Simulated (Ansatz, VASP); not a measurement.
# One calculation of Tl, two programs

```
Tl
1.0
    -1.89623    1.89623    1.89623
     1.89623   -1.89623    1.89623
     1.89623    1.89623   -1.89623
Tl
1
Direct
  0.00000 0.00000 0.00000
```

Alike in both runs: task single point; functional LDA; k mesh 12 × 12 × 12; occupations fermi-dirac, width 0.1 eV; non-collinear spin, spin-orbit coupling.

```csv
,VASP,Ansatz
version,VASP 6.6.1,Ansatz 0.2.0
potentials or method,"VASP PAW LDA potentials, release 64 (Tl_d), cutoff 520 eV","plane waves (420 eV) with PAW, fully relativistic with spin-orbit coupling"
valence electrons in the cell,13,13
```

|  | VASP | Ansatz | Ansatz less VASP |
| --- | --- | --- | --- |
| net moment per atom (μB) | 0.00 | 0.00 | 0.000 |

Ansatz warns that its potentials were made for another functional, while VASP's fit it. LDA's correlation is that of Perdew and Zunger in VASP and of Perdew and Wang (1992) in Ansatz.
